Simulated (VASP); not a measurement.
# H20CO9 in VASP: a series of runs

The runs below take H20CO9 through single point, with PBE+D3(BJ).

Program: VASP 6.6.1. These are calculated values, not measurements. Logs are shortened: lines on timing, memory, paths and dates and some standing lists are left out, and cuts for length are marked.

### 1 The cell of the first run

The cell holds a disordered packing, 30 atoms: a = 6.493 Å, b = 6.252 Å, c = 6.496 Å, α = 89.37°, β = 85.96°, γ = 91.81°.

### 2 Single point, PBE+D3(BJ)

File INCAR:

```
  PREC = Accurate
  ENCUT = 520
  EDIFF = 1E-6
  ISMEAR = -1
  SIGMA = 0.02
  LREAL = Auto
  LASPH = True
  NELM = 60
  ALGO = Normal
  ISIF = 2
  LWAVE = False
  LCHARG = False
  GGA = PE
  IVDW = 12
  NBANDS = 60
```

File KPOINTS:

```
regular mesh
0
Gamma
  1 1 1
```

File POSCAR:

```
H20CO9
1.0
    6.4881390000     -0.1015010000      0.2293600000
   -0.1015010000      6.2508330000      0.0366070000
    0.2293600000      0.0366070000      6.4918460000
O H C
9 20 1
Direct
    0.1500791703      0.5194667366      0.5445233486
    0.2278019703      0.5328627783      0.0679074692
    0.7500019141      0.4813728565      0.0695114987
    0.2723225935      0.9537457994      0.6511131529
    0.5633397651      0.6881035889      0.7473687736
    0.8965428760      0.9223054053      0.8419956499
    0.5073519985      0.2126952290      0.9335476552
    0.3724347677      0.9299598375      0.2480088594
    0.7967819471      1.2946406404      0.4450440110
    0.1698914391      0.6652347693      0.5975005338
    0.2458728433      0.5052659495      0.4103933356
    0.0966474619      0.5027822669      0.0164402525
    0.3205693264      0.4173104831      0.0163894421
    0.7172111482      0.6197252311      0.0354774543
    0.7672845174      0.4605140804      0.2153559379
    0.2793233245      0.9574003949      0.4917533235
    0.1299164397      0.9582293881      0.7117427712
    0.4261769864      0.7483639925      0.7419086475
    0.5792561657      0.6026223953      0.6229170575
    0.8276166785      1.0522466601      0.8846879986
    0.7852932094      0.8451818555      0.7708201299
    0.5011679620      0.1756967209      0.7899633458
    0.6133000950      0.3101057553      0.9788096404
    0.3105149197      0.7961260278      0.1793844944
    0.4059227323      1.0189340967      0.1287919402
    0.7661447966      1.0556237404      0.2441268341
    0.9143032314      1.3929600966      0.4846546453
    1.0358953259      1.1346344293      0.3014198867
    0.8927546181      0.9755903799      0.4661115442
    0.8795959874      1.1024506645      0.3590809845
```

Potentials or basis: VASP PAW PBE potentials, release 64 (O, H, C).

The run is started by

```
$ cat potpaw_PBE.64/O/POTCAR potpaw_PBE.64/H/POTCAR potpaw_PBE.64/C/POTCAR > POTCAR
$ mpirun -np 1 vasp_gam > vasp.out
```

OUTCAR:

```text
PREC = Accurate
   ENCUT = 520
   EDIFF = 1E-6
   ISMEAR = -1
   LREAL = Auto
   LASPH = True
   NELM = 60
   ISIF = 2
   GGA = PE
   IVDW = 12
 IVDW          = 12

 ion  position               nearest neighbor table
   1  0.150  0.519  0.545-  10 0.99  11 1.04
   2  0.228  0.533  0.068-  12 0.95  13 1.00
   3  0.750  0.481  0.070-  14 0.93  15 0.97
   4  0.272  0.954  0.651-  17 0.98  16 1.03
   5  0.563  0.688  0.747-  19 0.98  18 0.98
   6  0.897  0.922  0.842-  20 0.97  21 1.00
   7  0.507  0.213  0.934-  22 0.97  23 0.97
   8  0.372  0.930  0.248-  25 0.96  24 1.04
   9  0.797  0.295  0.445-  27 1.01  30 1.43
  10  0.170  0.665  0.598-   1 0.99
  11  0.246  0.505  0.410-   1 1.04
  12  0.097  0.503  0.016-   2 0.95
  13  0.321  0.417  0.016-   2 1.00
  14  0.717  0.620  0.035-   3 0.93
  15  0.767  0.461  0.215-   3 0.97
[... 12 lines left out ...]
  28  0.036  0.135  0.301-  30 1.07
  29  0.893  0.976  0.466-  30 1.06
  30  0.880  0.102  0.359-  29 1.06  28 1.07  26 1.12   9 1.43

  LATTYP: Found a triclinic cell.
 ALAT       =     6.2517642086
 B/A-ratio  =     1.4187748720
 C/A-ratio  =     1.7591419596
 COS(alpha) =     0.0035086658
 COS(beta)  =     0.5935888526
 COS(gamma) =     0.6816671541

  Lattice vectors:

 A1 = (   0.1015010000,  -6.2508330000,  -0.0366070000)
 A2 = (  -6.3866380000,  -6.1493320000,  -0.2659670000)
 A3 = (   6.3602800000,  -6.3889410000,  -6.2990930000)

Analysis of symmetry for initial positions (statically):
=====================================================================
 Subroutine PRICEL returns:
 Original cell was already a primitive cell.

 Routine SETGRP: Setting up the symmetry group for a
 triclinic supercell.

 Subroutine GETGRP returns: Found  1 space group operations
 (whereof  1 operations were pure point group operations)
 out of a pool of  2 trial point group operations.

The static configuration has the point symmetry C_1 .

Analysis of symmetry for dynamics (positions and initial velocities):
=====================================================================
 Subroutine PRICEL returns:
 Original cell was already a primitive cell.
[... 137 lines left out ...]
   LASPH  =      T    aspherical Exc in radial PAW
   ENCUT  =  520.0 eV  38.22 Ry    6.18 a.u.  12.07 11.62 12.08*2*pi/ulx,y,z
   NELM   =     60;   NELMIN=  2; NELMDL= -5     # of ELM steps
   EDIFF  = 0.1E-05   stopping-criterion for ELM
   LREAL  =      T    real-space projection
   EDIFFG = 0.1E-04   stopping-criterion for IOM
   NSW    =      0    number of steps for IOM
   IBRION =     -1    ionic relax: 0-MD 1-quasi-New 2-CG
   NFREE  =      0    steps in history (QN), initial steepest desc. (CG)
   ISIF   =      2    stress and relaxation
   ISYM   =      2    0-nonsym 1-usesym 2-fastsym
   POTIM  = 0.5000    time-step for ionic-motion
   TEBEG  =    0.0;   TEEND  =   0.0 temperature during run
   PSTRESS=    0.0 pullay stress
   NELECT =      78.0000    total number of electrons
   NUPDOWN=      -1.0000    fix difference up-down
   EMIN   =  10.00;   EMAX   =-10.00  energy-range for DOS
   EFERMI =   0.00;   METHOD = LEGACY
   ISMEAR =    -1;   SIGMA  =   0.02  broadening in eV -4-tet -1-fermi 0-gaus
   EFERMI_NEDOS =   21; number of points for ismear=-14 and -15
   IALGO  =     38    algorithm
   IMIX   =      4    mixing-type and parameters
     AMIX     =   0.40;   BMIX     =  1.00
     AMIX_MAG =   1.60;   BMIX_MAG =  1.00
  volume/ion in A,a.u.               =       8.76        59.13
  Fermi-wavevector in a.u.,A,eV,Ry     =   1.091912  2.063415 16.221851  1.192272
  Thomas-Fermi vector in A             =   2.228167
   LORBIT       =      0    0 simple, 1 ext, 2 COOP (PROOUT), +10 PAW based schemes
   GGA     = PE    functional components
   LHFCALC =     F    Hartree Fock is set to
   AEXX    =    0.0000 exact exchange contribution
   IVDW    =    12    specifies the selected vdW correction
   LEPSILON=     F    determine dielectric tensor
   LRPA    =     F    only Hartree local field effects (RPA)
 non-spin polarized calculation
  energy-cutoff  :      520.00
  volume of cell :      262.88
 maximum number of plane-waves:      3537
   NGX = 25   NGY = 23   NGZ = 25

 number of electron      78.0000003 magnetization

 Free energy of the ion-electron system (eV)
  ---------------------------------------------------
  ext. energy  EPLUGINS =         0.00000000
  ---------------------------------------------------
  free energy    TOTEN  =      -146.59393658 eV

  energy without entropy =     -146.59393658  energy(sigma->0) =     -146.59393658

 E-fermi :  -2.1874     XC(G=0):  -7.3572

 val. band max:       -2.7746967878   @ k =   0.0000   0.0000   0.0000
 cond. band min:       1.8118082894   @ k =   0.0000   0.0000   0.0000
 fundamental gap:      4.5865050772
 Fermi energy:        -2.1873538101

 k-point     1 :       0.0000    0.0000    0.0000
  band No.  band energies     occupation
      1     -22.4552      2.00000
      2     -21.8972      2.00000
      3     -21.6826      2.00000
      4     -21.5862      2.00000
      5     -21.4388      2.00000
      6     -21.3031      2.00000
[... 43 lines left out ...]
     50       7.3454      0.00000
     51       7.6569      0.00000
 [bands above 51 left out]

------------------------ aborting loop because EDIFF is reached ----------------------------------------

 Edisp (eV)   -1.18953

 E8    (eV) :    -0.2468

  FORCE on cell =-STRESS in cart. coord.  units (eV):
  Direction    XX          YY          ZZ          XY          YZ          ZX
  --------------------------------------------------------------------------------------
  -------------------------------------------------------------------------------------
  Total       2.72627     2.68134     1.12715    -0.31457    -3.31631     0.67855
  in kB      16.61590    16.34206     6.86968    -1.91723   -20.21204     4.13559
  external pressure =       13.28 kB  Pullay stress =        0.00 kB

 VOLUME and BASIS-vectors are now :
 -----------------------------------------------------------------------------
  energy-cutoff  :      520.00
  volume of cell :      262.88
      direct lattice vectors                 reciprocal lattice vectors
     6.488139000 -0.101501000  0.229360000     0.154360409  0.002538526 -0.005467941
    -0.101501000  6.250833000  0.036607000     0.002538526  0.160025708 -0.000992059
     0.229360000  0.036607000  6.491846000    -0.005467941 -0.000992059  0.154238169

 POSITION                                       TOTAL-FORCE (eV/Angst)
 -----------------------------------------------------------------------------------
      1.04590      3.25180      3.58840         1.003294     -0.518910     -1.901231
      1.43950      3.31020      0.51260         1.476871     -0.126219      0.622483
      4.83320      2.93540      0.64090         1.244095     -2.337605      0.059047
      1.81940      5.95790      4.32430         0.565564     -0.355906     -1.329831
      3.75660      4.27140      5.00620         0.712539     -0.500622     -0.294475
      5.91640      5.70500      5.70550        -0.249423     -0.120807     -0.062743
[... 22 lines left out ...]
      5.80020      6.02470      3.26640        -0.371758     -0.898548      1.202335
      5.77890      0.56427      2.53659        -1.243466      0.901984     -1.248465
 -----------------------------------------------------------------------------------
    total drift:                               -0.008004     -0.001888      0.012799

  FREE ENERGIE OF THE ION-ELECTRON SYSTEM (eV)
  ---------------------------------------------------
  free  energy   TOTEN  =      -147.7834693036 eV

  energy  without entropy=     -147.7834693036  energy(sigma->0) =     -147.78346930
```

OSZICAR:

```text
N       E                     dE             d eps       ncg     rms          rms(c)
DAV:   1     0.582651058531E+03    0.58265E+03   -0.44160E+04   128   0.122E+03
DAV:   2    -0.103703795165E+03   -0.68635E+03   -0.66015E+03   148   0.297E+02
DAV:   3    -0.160315945684E+03   -0.56612E+02   -0.56199E+02   160   0.902E+01
DAV:   4    -0.161136924120E+03   -0.82098E+00   -0.81901E+00   152   0.121E+01
DAV:   5    -0.161148698802E+03   -0.11775E-01   -0.11760E-01   152   0.141E+00    0.232E+01
DAV:   6    -0.147245451567E+03    0.13903E+02   -0.39690E+01   144   0.253E+01    0.909E+00
DAV:   7    -0.146781206569E+03    0.46424E+00   -0.17608E+00   152   0.522E+00    0.562E+00
DAV:   8    -0.146591933900E+03    0.18927E+00   -0.53153E-01   152   0.377E+00    0.750E-01
DAV:   9    -0.146588450124E+03    0.34838E-02   -0.77368E-02   144   0.126E+00    0.350E-01
DAV:  10    -0.146593382552E+03   -0.49324E-02   -0.13224E-02   152   0.457E-01    0.162E-01
DAV:  11    -0.146593499561E+03   -0.11701E-03   -0.13072E-03   144   0.183E-01    0.938E-02
DAV:  12    -0.146593906983E+03   -0.40742E-03   -0.92352E-04   144   0.136E-01    0.234E-02
DAV:  13    -0.146593929506E+03   -0.22522E-04   -0.84898E-05   152   0.459E-02    0.125E-02
DAV:  14    -0.146593934765E+03   -0.52594E-05   -0.16080E-05   144   0.167E-02    0.569E-03
DAV:  15    -0.146593936230E+03   -0.14648E-05   -0.21182E-06   120   0.938E-03    0.289E-03
DAV:  16    -0.146593936584E+03   -0.35391E-06   -0.93401E-07   112   0.599E-03
   1 F= -.14778347E+03 E0= -.14778347E+03  d E =-.214149E-12
```

stdout:

```text
POSCAR found type information on POSCAR O H C
 POSCAR found :  3 types and      30 ions
 scaLAPACK will be used
 LDA part: xc-table for (Slater+PW92), standard interpolation
 POSCAR, INCAR and KPOINTS ok, starting setup
 FFT: planning ... GRIDC
 FFT: planning ... GRID_SOFT
 FFT: planning ... GRID
 WAVECAR not read
 entering main loop
```

It took 31 s on 1 thread of AMD EPYC 7R43 (Zen 3), shared host; peak memory 0.26 GiB.

Results:

```yaml
Free_energy: -147.7835 eV
Pressure: 1.3 GPa
Largest_force: 3.045 eV/Å
Dispersion_energy_per_atom: -0.040 eV
```

Forces on the atoms (eV/Å):
```
O    1.003 -0.519 -1.901
O    1.477 -0.126  0.622
O    1.244 -2.338  0.059
O    0.566 -0.356 -1.330
O    0.713 -0.501 -0.294
O   -0.249 -0.121 -0.063
O   -1.961 -1.675  0.398
O   -1.146 -2.820 -0.082
O    0.328  1.110  0.753
H    0.191 -0.141 -0.350
H   -1.596  0.545  1.927
H   -1.141 -0.160 -0.357
H   -0.316  0.362 -0.088
H   -0.718  2.599 -0.592
H   -0.001 -0.160  0.880
H    0.134  0.237  1.271
H   -0.607  0.262  0.139
H   -0.178  0.653 -0.139
H    0.027 -0.101  0.187
H    0.072  0.132  0.090
H   -0.033 -0.072  0.270
H    0.126  0.230 -0.359
H    1.213  1.193 -0.228
H    0.616  1.139  0.893
H    0.496  1.328 -1.022
H    0.969 -0.133  0.289
H   -0.299 -0.743  0.080
H    0.688  0.171 -1.005
H   -0.372 -0.899  1.202
C   -1.243  0.902 -1.248
```

Stress tensor (GPa, compression positive):
```
 1.66 -0.19  0.41
-0.19  1.63 -2.02
 0.41 -2.02  0.69
```

Levels at points of the mesh, in eV from the Fermi level:
```tsv
k point	band 36	band 37	band 38	band 39	band 40	band 41	band 42	band 43
(0.00, 0.00, 0.00)	-1.25	-1.15	-1.04	-0.59	4.00	6.68	7.19	7.28
```

Caveat: the k points lie up to 1.01 Å⁻¹ apart; the atoms stand as in a frame of molecular dynamics.

### 3 Single point, PBE+D3(BJ)

This run uses another cell than the first one, of 9.78 Å³/atom.

File INCAR:

```
PREC = Accurate
ENCUT = 520
EDIFF = 1E-6
ISMEAR = -1
SIGMA = 0.02
LREAL = Auto
LASPH = True
NELM = 100
ALGO = Normal
ISIF = 2
LWAVE = False
LCHARG = False
GGA = PE
IVDW = 12
NBANDS = 60
```

File KPOINTS:

```
Automatic mesh
0
Gamma
  1 1 1
```

File POSCAR:

```
H20CO9
1.0
    6.7055420000      0.0226560000      0.0116350000
    0.0226560000      6.6163960000     -0.1358220000
    0.0116350000     -0.1358220000      6.6176410000
O H C
9 20 1
Direct
    0.1224548745      0.5138939541      0.4925582004
    0.2123115917      0.5955361340      0.1068532825
    0.8017226556      0.4892929249      0.0884950847
    0.3235065930      0.9503671926      0.6430111234
    0.6028019637      0.6757107073      0.7371906060
    0.9779355065      0.8787150570      0.8340540922
    0.4486466967      0.2449965123      0.9222252933
    0.3926369011      0.9541671228      0.2440187609
    0.7845712759      1.2991738277      0.4632810847
    0.1307931466      0.6440068930      0.5733083022
    0.1666315681      0.5542559205      0.3427416793
    0.0735338122      0.6116795396      0.0823139201
    0.2559726079      0.4975633550      0.0079185028
    0.6923375087      0.5702803092      0.0241931022
    0.7457727931      0.4103536734      0.1970124989
    0.3713630032      0.9878053628      0.5096748058
    0.1838807102      0.9778134636      0.6726972842
    0.5092228065      0.7786076190      0.6914438599
    0.6222178361      0.5910859711      0.6188675049
    0.9401692402      1.0170094065      0.8778949149
    0.8582413859      0.8114550996      0.7771391370
    0.4081750113      0.1535614275      0.8067237108
    0.5490789778      0.3304581046      0.8715938122
    0.3103432027      0.8549239067      0.1556909224
    0.4293410724      1.0765642247      0.1671480400
    0.7946108411      1.0847404740      0.2258488068
    0.8964340231      1.3823820964      0.5160944650
    1.0209009400      1.2013425708      0.3084015238
    0.9183672348      1.0043786959      0.4378798307
    0.8787667493      1.1421970288      0.3536775467
```

Potentials or basis: VASP PAW PBE potentials, release 64 (O, H, C).

The run is started by

```
$ cat potpaw_PBE.64/O/POTCAR potpaw_PBE.64/H/POTCAR potpaw_PBE.64/C/POTCAR > POTCAR
$ mpirun -np 1 vasp_gam > vasp.out
```

It took 32 s on 1 thread of AMD EPYC 7R43 (Zen 3), shared host; peak memory 0.29 GiB.

Results (log left out):

- Free energy: -147.7495 eV
- Pressure: 0.1 GPa
- Largest force: 2.378 eV/Å
- Dispersion energy per atom: -0.035 eV

Forces on the atoms (eV/Å):
```
O    0.600  1.592 -1.322
O    0.681  1.275  1.337
O   -0.883  0.864 -1.064
O    1.224  0.150  0.721
O    0.590  0.383  0.799
O    0.102  0.340 -0.077
O   -1.072 -0.611  0.451
O   -0.279  0.163 -1.018
O   -1.258  0.427  0.976
H    0.061 -0.860 -0.466
H   -0.514 -0.913  2.135
H   -1.730  0.137 -0.395
H    0.888 -1.342 -0.944
H    1.040 -0.791  0.746
H   -0.090  0.456  0.119
H   -0.768  0.049 -0.861
H   -0.466 -0.285 -0.250
H   -0.669  0.313  0.327
H    0.233 -0.954 -0.938
H   -0.293 -0.420 -0.025
H   -0.282  0.246  0.234
H    0.088 -0.062  0.123
H    0.916  0.642 -0.437
H    1.109  1.041  0.827
H   -0.533 -1.153  0.095
H   -0.566  0.071 -0.589
H    0.171  0.382 -0.184
H    0.662 -0.108 -0.737
H   -0.399  0.364  0.259
C    1.437 -1.398  0.159
```

Stress tensor (GPa, compression positive):
```
 1.52 -1.03 -0.51
-1.03 -1.30  0.70
-0.51  0.70  0.00
```

Levels at points of the mesh, in eV from the Fermi level:
```
           k point  band 35  band 36  band 37  band 38  band 39  band 40  band 41  band 42  band 43  band 44
(0.00, 0.00, 0.00)    -1.72    -1.46    -1.17    -1.01    -0.53     3.72     6.30     6.80     7.06     7.19
```

Caveat: the k points lie up to 0.95 Å⁻¹ apart; the atoms stand as in a frame of molecular dynamics.

### 4 Single point, PBE+D3(BJ)

This run uses another cell than the first one, of 11.26 Å³/atom.

File INCAR:

```
SYSTEM = H20CO9
PREC = Accurate
ENCUT = 520
EDIFF = 1E-7
ISMEAR = -1
SIGMA = 0.02
LREAL = Auto
LASPH = .TRUE.
NELM = 80
ALGO = Normal
ISIF = 2
LWAVE = .FALSE.
LCHARG = .FALSE.
GGA = PE
IVDW = 12
NBANDS = 60
```

File KPOINTS:

```
Automatic mesh
0
G
  1 1 1
  0 0 0
```

File POSCAR:

```
H20CO9
1.0
    6.9637580000      0.0000000000      0.0000000000
    0.0000000000      6.9637580000      0.0000000000
    0.0000000000      0.0000000000      6.9637580000
O H C
9 20 1
Direct
    0.1469200501      0.4038110742      0.6377292251
    0.1559845474      0.5592770410      0.2537798530
    0.8488141584      0.4505152934      0.0150623855
    0.4056717879      0.9179659409      0.6402459703
    0.6914758695      0.6727857594      0.7328027349
    1.0385315949      0.9038037037      0.7919004908
    0.4739116878      0.2125721014      0.9072338783
    0.3815943096      0.9299227049      0.2341471498
    0.8632316980      1.1449362823      0.5281152758
    0.0563776172      0.4605102182      0.7291864840
    0.1483046598      0.4898875704      0.5248714598
    0.0408282746      0.5198336209      0.1797958837
    0.2570614431      0.4757819679      0.2058693729
    0.7791986502      0.5532858577     -0.0536816091
    0.7563325204      0.3433235271      0.0079171232
    0.3972088858      0.9386133484      0.5000917329
    0.2722548335      0.8963039333      0.6868123106
    0.5821584352      0.7615393068      0.7022788558
    0.6719696645      0.5623501908      0.6496864850
    0.9757991952      1.0085693353      0.7177913352
    0.9410538586      0.8028336903      0.7781074194
    0.3843719779      0.3042416865      0.8488165719
    0.4778958836      0.1121194019      0.8062116444
    0.2860128853      0.8348539456      0.1953719661
    0.3895100131      1.0241783554      0.1298892901
    0.7451623452      0.9303164085      0.3652732038
    0.9763329520      1.2315700613      0.5303031036
    0.8964267976      1.0880670732      0.2313649870
    0.9999470108      0.9125006766      0.3893091431
    0.8789018930      1.0127052229      0.3694860734
```

The run is started by

```
$ cat potpaw_PBE.64/O/POTCAR potpaw_PBE.64/H/POTCAR potpaw_PBE.64/C/POTCAR > POTCAR
$ mpirun -np 1 vasp_gam > vasp.out
```

It took 43 s on 1 thread of AMD EPYC 7R43 (Zen 3), shared host; peak memory 0.32 GiB.

It converged, with:

* Free energy: -148.6479 eV
* Pressure: -1.1 GPa
* Largest force: 0.304 eV/Å
* Dispersion energy per atom: -0.030 eV

Forces in eV/Å, atoms in the order of the input:
```
O   -0.128  0.135  0.018
O   -0.017  0.049  0.074
O   -0.194 -0.221 -0.043
O    0.101 -0.034  0.029
O    0.015 -0.044  0.016
O   -0.047 -0.050 -0.061
O   -0.077  0.080 -0.039
O   -0.011  0.022  0.013
O    0.213  0.034 -0.013
H    0.089 -0.101  0.013
H    0.054 -0.044 -0.035
H   -0.126 -0.004 -0.051
H    0.093 -0.041 -0.019
H   -0.009  0.064 -0.065
H    0.251  0.167  0.035
H    0.020  0.006 -0.079
H   -0.097 -0.013  0.067
H   -0.053  0.091  0.002
H    0.025 -0.059 -0.041
H    0.001  0.042  0.022
H    0.026 -0.013  0.027
H    0.027 -0.038  0.067
H    0.011 -0.077  0.005
H   -0.024 -0.062  0.026
H    0.046  0.051 -0.015
H    0.000  0.027 -0.029
H   -0.116 -0.079  0.047
H    0.005  0.010  0.073
H   -0.053  0.080 -0.024
C   -0.026  0.022 -0.021
```

Stress tensor (GPa, compression positive):
```
-1.34 -0.24 -0.28
-0.24 -0.72 -0.05
-0.28 -0.05 -1.32
```

Levels at points of the mesh, in eV from the Fermi level:
| k point | band 36 | band 37 | band 38 | band 39 | band 40 | band 41 | band 42 | band 43 |
| --- | --- | --- | --- | --- | --- | --- | --- | --- |
| (0.00, 0.00, 0.00) | -1.35 | -1.16 | -1.14 | -0.53 | 3.75 | 6.39 | 6.81 | 6.90 |

Caveat: the k points lie up to 0.90 Å⁻¹ apart.

### 5 The runs side by side

```tsv
cell	pressure (GPa)	largest force (eV/Å)
a = 6.493, b = 6.252, c = 6.496 Å, angles 89.4, 86.0, 91.8°, 30 atoms, atomic positions A	1.3	3.05
a = 6.706, b = 6.618, c = 6.619 Å, angles 92.4, 89.8, 89.6°, 30 atoms, atomic positions B	0.1	2.38
a = 6.964 Å, 30 atoms, atomic positions C	-1.1	0.30
```

Alike in all rows: task single point; level PBE+D3(BJ); potentials or basis VASP PAW PBE potentials, release 64 (O, H, C); no spin polarisation; k mesh 1 × 1 × 1; cutoff (eV) 520; smearing fermi-dirac 0.02 eV.

Caveats: all runs use coarse meshes; the atoms stand as in a frame of molecular dynamics (at least some runs).

Total energies depend on the potentials used, so only differences within one code and one set of settings carry meaning.
